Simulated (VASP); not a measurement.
# Si6Ge in VASP: single point with PBEsol

Aim: the single point of Si6Ge with PBEsol.

Program: VASP 6.6.1. These are calculated values, not measurements. Logs are shortened: lines on timing, memory, paths and dates and some standing lists are left out, and cuts for length are marked.

## 1. The cell of the first run

The cell holds a slab with vacuum, 7 atoms: a = 3.842 Å, b = 3.842 Å, c = 26.058 Å, α = 90.00°, β = 90.00°, γ = 120.00°.

## 2. Single point, PBEsol, collinear spin

The input, INCAR:

```
ALGO = Normal
DIPOL = 0.5 0.5 0.494
EDIFF = 1E-6
ENCUT = 520
GGA = PS
IDIPOL = 3
ISIF = 2
ISMEAR = 0
ISPIN = 2
LASPH = True
LCHARG = False
LDIPOL = True
LORBIT = 11
LREAL = False
LWAVE = False
MAGMOM = 0 0 0 0 0 0 2
NBANDS = 32
NELM = 150
PREC = Accurate
SIGMA = 0.05
```

The input, KPOINTS:

```
k-points
0
Gamma
  9 9 1
```

The input, POSCAR:

```
Si6Ge
1.0
    3.8417168269      0.0000000000      0.0000000000
   -1.9208584135      3.3270243663      0.0000000000
    0.0000000000      0.0000000000     26.0576844717
Si Ge
6 1
Direct
    0.3333333333      0.6666666667      0.3261993601
    0.0000000000      0.0000000000      0.3562936366
    0.0000000000      0.0000000000      0.4465764664
    0.6665746201      0.3332873100      0.4758323253
    0.6662202784      0.3331101392      0.5667979143
    0.3328816060      0.6664408030      0.5970183413
    0.3351962963      0.6675981481      0.6905341398
```

Potentials or basis: VASP PAW PBE potentials, release 64 (Si, Ge_d).

Run with:

```sh
> cat potpaw_PBE.64/Si/POTCAR potpaw_PBE.64/Ge_d/POTCAR > POTCAR
> mpirun -np 1 vasp_std > vasp.out
```

OUTCAR:

```text
EDIFF = 1E-6
   ENCUT = 520
   GGA = PS
   ISIF = 2
   ISMEAR = 0
   ISPIN = 2
   LASPH = True
   LORBIT = 11
   LREAL = False
   NELM = 150
   PREC = Accurate

 ion  position               nearest neighbor table
   1  0.333  0.667  0.326-   2 2.35   2 2.35   2 2.35
   2  0.000  0.000  0.356-   1 2.35   1 2.35   1 2.35   3 2.35
   3  0.000  0.000  0.447-   4 2.35   4 2.35   4 2.35   2 2.35
   4  0.667  0.333  0.476-   3 2.35   3 2.35   3 2.35   5 2.37
   5  0.666  0.333  0.567-   6 2.35   6 2.35   6 2.35   4 2.37
   6  0.333  0.666  0.597-   5 2.35   5 2.35   5 2.35   7 2.44
   7  0.335  0.668  0.691-   6 2.44

  LATTYP: Found a hexagonal cell.
 ALAT       =     3.8417168269
 C/A-ratio  =     6.7828227966

  Lattice vectors:

 A1 = (   3.8417168269,   0.0000000000,   0.0000000000)
 A2 = (  -1.9208584135,   3.3270243663,   0.0000000000)
 A3 = (   0.0000000000,   0.0000000000,  26.0576844717)

Analysis of symmetry for initial positions (statically):
=====================================================================
 Subroutine PRICEL returns:
 Original cell was already a primitive cell.

 Routine SETGRP: Setting up the symmetry group for a
 hexagonal supercell.

 Subroutine GETGRP returns: Found  2 space group operations
 (whereof  2 operations were pure point group operations)
 out of a pool of 24 trial point group operations.

The static configuration has the point symmetry C_1h.

Analysis of symmetry for dynamics (positions and initial velocities):
=====================================================================
 Subroutine PRICEL returns:
 Original cell was already a primitive cell.

 Routine SETGRP: Setting up the symmetry group for a
 hexagonal supercell.

 Subroutine GETGRP returns: Found  2 space group operations
 (whereof  2 operations were pure point group operations)
 out of a pool of 24 trial point group operations.

The dynamic configuration has the point symmetry C_1h.

Analysis of structural, dynamic, and magnetic symmetry:
=====================================================================
 Subroutine PRICEL returns:
 Original cell was already a primitive cell.

 Routine SETGRP: Setting up the symmetry group for a
 hexagonal supercell.

 Subroutine GETGRP returns: Found  2 space group operations
 (whereof  2 operations were pure point group operations)
 out of a pool of 24 trial point group operations.

The overall configuration has the point symmetry C_1h.

 Subroutine INISYM returns: Found  2 space group operations
 (whereof  2 operations are pure point group operations),
 and found     1 'primitive' translations

----------------------------------------------------------------------------------------

                                     Primitive cell

  volume of cell :     333.0559

  direct lattice vectors                    reciprocal lattice vectors
     3.841716827  0.000000000  0.000000000     0.260300289  0.150284442  0.000000000
    -1.920858413  3.327024366  0.000000000     0.000000000  0.300568884  0.000000000
     0.000000000  0.000000000 26.057684472     0.000000000  0.000000000  0.038376395

  length of vectors
     3.841716827  3.841716827 26.057684472     0.300568884  0.300568884  0.038376395

  position of ions in fractional coordinates (direct lattice)
     0.333333333  0.666666667  0.326199360
     0.000000000  0.000000000  0.356293637
     0.000000000  0.000000000  0.446576466
     0.666574620  0.333287310  0.475832325
     0.666220278  0.333110139  0.566797914
     0.332881606  0.666440803  0.597018341
     0.335196296  0.667598148  0.690534140

  ion indices of the primitive-cell ions
   primitive index   ion index
                 1           1
                 2           2
                 3           3
                 4           4
                 5           5
                 6           6
                 7           7
[... 54 lines left out ...]
   number of dos      NEDOS =    301   number of ions     NIONS =      7
   total plane-waves  NPLWV = 176400
   dimension x,y,z NGX =    30 NGY =   30 NGZ =  196
   dimension x,y,z NGXF=    60 NGYF=   60 NGZF=  392
   ions per type =               6   1
   NGX,Y,Z   is equivalent  to a cutoff of  12.98, 12.98, 12.50 a.u.
   NGXF,Y,Z  is equivalent  to a cutoff of  25.96, 25.96, 25.01 a.u.
 SYSTEM =  unknown system
   PREC   = accura    normal or accurate (medium, high low for compatibility)
   ISTART =      0    job   : 0-new  1-cont  2-samecut
   ICHARG =      2    charge: 1-file 2-atom 10-const
   ISPIN  =      2    spin polarized calculation?
   LNONCOLLINEAR =      F non collinear calculations
   LSORBIT =      F    spin-orbit coupling
   LASPH  =      T    aspherical Exc in radial PAW
   ENCUT  =  520.0 eV  38.22 Ry    6.18 a.u.   7.14  7.14 48.45*2*pi/ulx,y,z
   NELM   =    150;   NELMIN=  2; NELMDL= -5     # of ELM steps
   EDIFF  = 0.1E-05   stopping-criterion for ELM
   LREAL  =      F    real-space projection
   EDIFFG = 0.1E-04   stopping-criterion for IOM
   NSW    =      0    number of steps for IOM
   IBRION =     -1    ionic relax: 0-MD 1-quasi-New 2-CG
   NFREE  =      0    steps in history (QN), initial steepest desc. (CG)
   ISIF   =      2    stress and relaxation
   ISYM   =      2    0-nonsym 1-usesym 2-fastsym
   POTIM  = 0.5000    time-step for ionic-motion
   TEBEG  =    0.0;   TEEND  =   0.0 temperature during run
   PSTRESS=    0.0 pullay stress
   NELECT =      38.0000    total number of electrons
   NUPDOWN=      -1.0000    fix difference up-down
   EMIN   =  10.00;   EMAX   =-10.00  energy-range for DOS
   EFERMI =   0.00;   METHOD = LEGACY
   ISMEAR =     0;   SIGMA  =   0.05  broadening in eV -4-tet -1-fermi 0-gaus
   EFERMI_NEDOS =   21; number of points for ismear=-14 and -15
   IALGO  =     38    algorithm
   IMIX   =      4    mixing-type and parameters
     AMIX     =   0.40;   BMIX     =  1.00
     AMIX_MAG =   1.60;   BMIX_MAG =  1.00
  volume/ion in A,a.u.               =      47.58       321.08
  Fermi-wavevector in a.u.,A,eV,Ry     =   0.794018  1.500476  8.577990  0.630464
  Thomas-Fermi vector in A             =   1.900068
   LORBIT       =     11    0 simple, 1 ext, 2 COOP (PROOUT), +10 PAW based schemes
   GGA     = PS    functional components
   LHFCALC =     F    Hartree Fock is set to
   AEXX    =    0.0000 exact exchange contribution
   IVDW    =     0    specifies the selected vdW correction
   LEPSILON=     F    determine dielectric tensor
   LRPA    =     F    only Hartree local field effects (RPA)
 spin polarized calculation
 Gauss-broadening in eV      SIGMA  =   0.05
  energy-cutoff  :      520.00
  volume of cell :      333.06
 maximum number of plane-waves:      9045
 NGX is ok and might be reduce to    30
   NGX = 15   NGY = 15   NGZ = 97

 dipolmoment           0.000000      0.000000     -0.003236 electrons x Angstroem

 number of electron      37.9999996 magnetization       0.8041744

 dipolmoment           0.000000      0.000000      0.044397 electrons x Angstroem

 Free energy of the ion-electron system (eV)
  ---------------------------------------------------
  ext. energy  EPLUGINS =         0.00000000
  ---------------------------------------------------
  free energy    TOTEN  =       -36.44579108 eV

  energy without entropy =      -36.44204634  energy(sigma->0) =      -36.44391871

 E-fermi :  -0.5216     XC(G=0):  -4.8225

 val. band max:       -0.5434276638   @ k =   0.3333   0.3333   0.0000
 cond. band min:      -0.5008887558   @ k =   0.0000   0.3333   0.0000
 fundamental gap:      0.0425389081
 Fermi energy:        -0.5216207907

 spin component 1

 k-point     1 :       0.0000    0.0000    0.0000
  band No.  band energies     occupation
      1     -24.7500      1.00000
      2     -24.7500      1.00000
      3     -24.6388      1.00000
      4     -24.6387      1.00000
      5     -24.6220      1.00000
      6     -12.1390      1.00000
[... 805 lines left out ...]
     30       5.3300      0.00000
     31       5.8108      0.00000

 [... further k-points ...]

 spin component 2

 k-point     1 :       0.0000    0.0000    0.0000
  band No.  band energies     occupation
      1     -24.7508      1.00000
      2     -24.7508      1.00000
      3     -24.6388      1.00000
      4     -24.6388      1.00000
      5     -24.6217      1.00000
      6     -12.0497      1.00000
[... 805 lines left out ...]
     30       5.5116      0.00000
     31       5.8953      0.00000

 [... further k-points ...]

 [bands above 31 left out]

------------------------ aborting loop because EDIFF is reached ----------------------------------------

 vacuum level on the upper side and lower side of the slab       (xc-potential included)         0.300        -0.359

  FORCE on cell =-STRESS in cart. coord.  units (eV):
  Direction    XX          YY          ZZ          XY          YZ          ZX
  --------------------------------------------------------------------------------------
  -------------------------------------------------------------------------------------
  Total       -2.7489263     -2.7502423      0.0149880      0.0011397     -0.0017582     -0.0030453
  in kB      -13.2238079    -13.2301384      0.0721002      0.0054824     -0.0084579     -0.0146497
  external PRESSURE =      -8.7939487 kB  Pullay stress =       0.0000000 kB

 VOLUME and BASIS-vectors are now :
 -----------------------------------------------------------------------------
  energy-cutoff  :      520.00
  volume of cell :      333.06
      direct lattice vectors                 reciprocal lattice vectors
     3.841716827  0.000000000  0.000000000     0.260300289  0.150284442  0.000000000
    -1.920858413  3.327024366  0.000000000     0.000000000  0.300568884  0.000000000
     0.000000000  0.000000000 26.057684472     0.000000000  0.000000000  0.038376395

 POSITION                                       TOTAL-FORCE (eV/Angst)
 -----------------------------------------------------------------------------------
     -0.00000      2.21802      8.50000        -0.000194     -0.000112      0.532193
      0.00000      0.00000      9.28419        -0.000061     -0.000035     -0.711366
      0.00000      0.00000     11.63675        -0.003323     -0.001919      0.169104
      1.92059      1.10886     12.39909         0.003116      0.001799      0.002034
      1.91957      1.10827     14.76944         0.000621      0.000358     -0.000003
     -0.00130      2.21726     15.55692         0.001455      0.000840      0.012021
      0.00537      2.22112     17.99372        -0.001614     -0.000932     -0.003983
 -----------------------------------------------------------------------------------
    total drift:                                0.000720      0.000417     -0.000416

  FREE ENERGIE OF THE ION-ELECTRON SYSTEM (eV)
  ---------------------------------------------------
  free  energy   TOTEN  =       -36.4457910775 eV

  energy  without entropy=      -36.4420463427  energy(sigma->0) =      -36.44391871

 vacuum level on the upper side and lower side of the slab         4.814         4.175

 total charge

# of ion       s       p       d       tot
------------------------------------------
    1        0.795   0.851   0.000   1.646
    2        0.758   0.919   0.000   1.677
    3        0.763   0.923   0.000   1.685
    4        0.760   0.930   0.000   1.690
    5        0.762   0.909   0.000   1.671
    6        0.761   0.926   0.000   1.687
    7        1.284   0.808   9.978  12.070
--------------------------------------------------
tot          5.883   6.265   9.978  22.126

 magnetization (x)

# of ion       s       p       d       tot
------------------------------------------
    1        0.031   0.168   0.000   0.200
    2        0.000   0.015   0.000   0.015
    3        0.006   0.030   0.000   0.036
    4        0.001   0.014   0.000   0.016
    5        0.001   0.006   0.000   0.006
    6        0.001   0.006   0.000   0.007
    7       -0.001  -0.001   0.000  -0.001
--------------------------------------------------
tot          0.040   0.238   0.000   0.279
```

It took 27 min on 1 thread of Oxide Virtual Turin-like, shared host; peak memory 0.77 GiB.

What came out:

| Quantity | Value |
| --- | --- |
| Free energy | -36.4458 eV |
| Largest force | 0.711 eV/Å |
| Net moment | 0.80 μB per cell |
| Site moments | Si +0.20, +0.01, +0.04, +0.02 (each value once); Ge -0.00 μB |
| Valence electrons inside the program's atomic spheres | Si 1.65, 1.68, 1.69, 1.67 (each value once); Ge 12.07 |

Forces in eV/Å, atoms in the order of the input:
```
Si   0.000  0.000  0.532
Si   0.000  0.000 -0.711
Si  -0.003 -0.002  0.169
Si   0.003  0.002  0.002
Si   0.001  0.000  0.000
Si   0.001  0.001  0.012
Ge  -0.002 -0.001 -0.004
```

Caveat: the PAW data sets were made with another functional, which shifts forces and pressure a little.
